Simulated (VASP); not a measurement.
The system is InP.

```xyz
2
Lattice="0.0000 2.8707 2.8707 2.8707 0.0000 2.8707 2.8707 2.8707 0.0000" Properties=species:S:1:pos:R:3 pbc="T T T"
In    0.0000    0.0000    0.0000
P     4.3060    4.3060    4.3060
```

Base run:

| Item | Value |
| --- | --- |
| Program | VASP 6.6.1 |
| Functional | b88 exchange, pbe correlation |
| Potentials or basis | VASP PAW PBE potentials, release 64 (In_d, P) |
| Cutoff | 500 eV |
| k mesh | 8 × 8 × 8 |
| Occupations | fermi-dirac, width 0.05 eV |
| Spin | no spin polarisation |

Its results: band gap on the k mesh 1.03 eV; pressure 8.4 GPa.

Task: After a change of settings the same cell gave: band gap on the k mesh 2.24 eV; pressure 10.2 GPa. Which change was it?
A. functional from b88 exchange, pbe correlation to r2SCAN; cutoff from 500 eV to 520 eV
B. functional from b88 exchange, pbe correlation to HSE06; cutoff from 500 eV to 520 eV; k mesh from 8 × 8 × 8 to 4 × 4 × 4
C. functional from b88 exchange, pbe correlation to PBE0; cutoff from 500 eV to 520 eV; k mesh from 8 × 8 × 8 to 4 × 4 × 4
D. functional from b88 exchange, pbe correlation to B3LYP; cutoff from 500 eV to 520 eV; k mesh from 8 × 8 × 8 to 4 × 4 × 4

Result: D.

Caveats: some runs use coarse meshes; the PAW data sets were made with another functional, which shifts forces and pressure a little; spin-orbit coupling is left out, which moves the levels of the heavy elements; the cell stands under pressure (at least some runs).
